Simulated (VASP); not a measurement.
BaS, 2 atoms in the cell. Symmetry: Fm-3m, No. 225, cubic system. The conventional cell has a = 6.334 Å, b = 6.334 Å, c = 6.334 Å, α = 90.00°, β = 90.00°, γ = 90.00°. Ba (site symmetry m-3m) has 6 S at 3.17 Å within 4.2 Å. S (site symmetry m-3m) has 6 Ba at 3.17 Å within 4.2 Å.  This cell differs from its parent crystal: volume scaled by 0.975.

| Item | Value |
| --- | --- |
| Program | VASP 6.6.1 |
| Task | single point |
| Functional | PBEsol |
| Potentials or basis | VASP PAW PBE potentials, release 64 (Ba_sv, S) |
| Cutoff | 520 eV |
| k mesh | 8 × 8 × 8 |
| Occupations | fermi-dirac, width 0.02 eV |
| Spin | no spin polarisation |
| Dipole correction | no |
| Further INCAR settings | ALGO = Normal; EDIFF = 1e-06; NBANDS = 15 |

Potentials or basis: VASP PAW PBE potentials, release 64 (Ba_sv, S).

Command:

```sh
$ cat potpaw_PBE.64/Ba_sv/POTCAR potpaw_PBE.64/S/POTCAR > POTCAR
$ mpirun -np 1 vasp_std > vasp.out
```

Hardware: 1 thread of AMD EPYC 7R13 Processor (Zen 3) (shared host).

**Question.** Estimate the wall time of this run.

**Answer.** It took 34 s on 1 thread of AMD EPYC 7R13 Processor (Zen 3) (shared host), peak memory 0.18 GiB. Counts: scf iterations 12, k points 29.
